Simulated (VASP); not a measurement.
**ZrS: single point with PBEsol**

ZrS:

```
Zr S
1.0
    -0.09687    2.58308    2.58308
     2.58308   -0.09687    2.58308
     2.48621    2.48621    0.00000
Zr S
1 1
Direct
  0.00000 0.00000 0.00000
  0.50000 0.50000 0.50000
```

This cell differs from its parent crystal: strain -0.0750 x Voigt [0, 0, 0, 0, 0, 1].

```yaml
Program: VASP 6.6.1
Task: single point
Functional: PBEsol
Potentials_or_basis: VASP PAW PBE potentials, release 64 (Zr_sv, S)
Cutoff: 520 eV
k_mesh: 20 × 20 × 20
Occupations: gaussian, width 0.15 eV
Spin: no spin polarisation
Dipole_correction: no
Further_INCAR_settings: ALGO = Normal; EDIFF = 1e-06; NBANDS = 16
```

The pressure is 0.5 GPa. The band gap on the k mesh is zero (band 9 reaches 12.67 eV, above the bottom of band 10 at 9.62 eV).

Stress tensor (GPa, compression positive):
```
0.58 1.98 0.00
1.98 0.58 0.00
0.00 0.00 0.28
```

Levels at points of the mesh, in eV from the Fermi level:
| k point | band 7 | band 8 | band 9 | band 10 | band 11 | band 12 |
| --- | --- | --- | --- | --- | --- | --- |
| (0.00, 0.00, 0.00) | -3.52 | -3.25 | -1.85 | -1.52 | -1.02 | -0.70 |
| (0.50, 0.00, 0.00) | -6.14 | -5.72 | 0.96 | 1.77 | 2.02 | 2.09 |
| (0.50, 0.50, 0.00) | -4.76 | -4.12 | -3.67 | 0.60 | 2.57 | 2.59 |
| (0.00, 0.00, 0.50) | -6.47 | -6.13 | 1.46 | 1.58 | 1.83 | 2.53 |
| (0.50, 0.00, 0.50) | -4.46 | -4.45 | -3.67 | 0.48 | 2.18 | 2.54 |

It took 5.9 min on 1 thread of Intel(R) Xeon(R) Platinum 8488C (Sapphire Rapids), on a shared host, peak memory 0.68 GiB.

Caveat: the cell differs from its parent crystal (strain -0.0750 x Voigt [0, 0, 0, 0, 0, 1]); the PAW data sets were made with another functional, which shifts forces and pressure a little.
